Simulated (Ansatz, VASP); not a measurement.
GdN in VASP and in Ansatz

Contents of INCAR:

```
SYSTEM = GdN
PREC     = Accurate       ! precision mode
ENCUT    = 520            ! plane-wave cutoff, eV
EDIFF    = 1E-6           ! SCF threshold, eV
ISMEAR   = 0              ! smearing method
SIGMA    = 0.05           ! smearing width, eV
LREAL    = .FALSE.        ! projectors in reciprocal space
LASPH    = .TRUE.         ! aspherical terms in the spheres
NELM     = 150            ! most SCF steps
ALGO     = Normal         ! electronic algorithm
ISIF     = 2              ! what is computed and relaxed
LWAVE    = .FALSE.        ! write WAVECAR
LCHARG   = .TRUE.         ! write CHGCAR
ISPIN    = 2              ! spin polarisation
MAGMOM   = 7.56 7.56 0 0  ! initial moments
LORBIT   = 11             ! projections on sites
LMAXMIX  = 6              ! l up to which the mixer works
LDAU     = .TRUE.         ! DFT+U
LDAUTYPE = 2            
LDAUL    = 3 -1           ! shell
LDAUU    = 1 0            ! U, eV
LDAUJ    = 0 0          
LDAUPRINT= 1            
GGA      = PE             ! functional
LELF     = .TRUE.         ! ELF
LVHAR    = .TRUE.       
NBANDS   = 35             ! bands
```

The input KPOINTS:

```
regular mesh
0
G
  8 8 8
  0 0 0
```

POSCAR

```
GdN
1.0
    4.3247826489      0.0000000000      0.0000000000
    0.0000000000      4.3247826489      0.0000000000
    0.0000000000      0.0000000000      3.5938191369
Gd N
2 2
Direct
    0.5000000000      0.0000000000      0.2439616392
    0.0000000000      0.5000000000      0.7560383608
    0.0000000000      0.0000000000      0.0000000000
    0.5000000000      0.5000000000      0.0000000000
```

Input for Ansatz:

```yaml
crystal:
  lattice:
    - [4.3247826489, 0.0, 0.0]
    - [0.0, 4.3247826489, 0.0]
    - [0.0, 0.0, 3.5938191369]
  atoms:
    - { symbol: Gd, position: [0.5, 0.0, 0.2439616392], spin: 7.56 }
    - { symbol: Gd, position: [0.0, 0.5, 0.7560383608], spin: 7.56 }
    - { symbol: "N", position: [0.0, 0.0, 0.0] }
    - { symbol: "N", position: [0.5, 0.5, 0.0] }
basis:
  ecutwfc: 420
  ecutrho_ratio: 4
kpoints:
  mp_grid: { grid: [8, 8, 8] }
hamiltonian:
  xc: pbe
  hubbard: { sites: [{ species: Gd, l: f, u_eff: 1.0 }] }
scf:
  occupations: { method: gaussian, width: 0.05 }
  lower_state_search: "off"
output:
  forces: true
  stress: true
  eigenvalues: true
  populations: true
  hubbard: { sites: [{ species: Gd, l: f }] }
  dos: { projected: true, de: 0.02 }
magnetization:
  spin_polarized: true
checkpoint:
  read: start.run
  write: ck
  compress: false
  write_wavefunctions: false
  write_every: 100000
```

Alike in both runs: task single point; functional PBE; k mesh 8 × 8 × 8; occupations gaussian, width 0.05 eV; collinear spin; Hubbard terms Gd f U = 1.0 eV.

```csv
,VASP,Ansatz
version,VASP 6.6.1,Ansatz 0.2.0
potentials or method,"VASP PAW PBE potentials, release 64 (Gd, N), cutoff 520 eV","scalar-relativistic, plane waves, PAW"
valence electrons in the cell,46,46
```

|  | VASP | Ansatz | Ansatz less VASP |
| --- | --- | --- | --- |
| gap on the k mesh at the Fermi level (eV) | 0.30 | 0.30 | +0.005 |
| least direct gap on the mesh (eV) | 0.57 | 0.57 | +0.003 |
| pressure (GPa) | -1.1 | -1.3 | -0.22 |
| traceless stress, the component that is largest in VASP (GPa) | 0.48 | 0.67 | +0.191 |
| rms of the force components (eV/Å) | 0.009 | 0.019 | +0.0096 |
| net moment per atom (μB) | 3.50 | 3.50 | -0.001 |
| size of the moment on the site where the two differ most (μB) | 6.79 | 6.81 | +0.015 |

Site moments also hang on the region over which each program counts them. The programs project onto different local orbitals, so the same U acts differently, and such runs can settle in different states. Atom by atom the forces differ by 0.010 eV/Å (rms over components).

Spin-orbit coupling is off throughout.
